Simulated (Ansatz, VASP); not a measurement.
## BAs in VASP and in Ansatz

```
CELL_PARAMETERS angstrom
0.00000 2.40454 2.40454
2.40454 0.00000 2.40454
2.40454 2.40454 0.00000
ATOMIC_POSITIONS crystal
B 0.00000 0.00000 0.00000
As 0.25000 0.25000 0.25000
```

Alike in both runs: functional PBE; k mesh 10 × 10 × 10; occupations gaussian, width 0.02 eV; no spin polarisation.

Ansatz relaxed the structure, and its values are those at the end. VASP's run is a single point on that final structure, the one shown.

|  | VASP | Ansatz |
| --- | --- | --- |
| version | VASP 6.6.1 | Ansatz 0.2.0 |
| potentials or method | VASP PAW PBE potentials, release 64 (B, As), cutoff 500 eV | scalar-relativistic, plane waves, PAW |
| valence electrons in the cell | 8 | 18 |

Ansatz gave:

```
gap on the k mesh at the Fermi level (eV) : 1.20
least direct gap on the mesh (eV)         : 3.25
pressure (GPa)                            : 0.0
```

Which values does VASP return?

gap on the k mesh at the Fermi level (eV): 1.20; least direct gap on the mesh (eV): 3.25; pressure (GPa): 0.6.

VASP's potentials hold 8 valence electrons a cell and Ansatz's 18, so a difference there can come from the potentials and not from the codes.
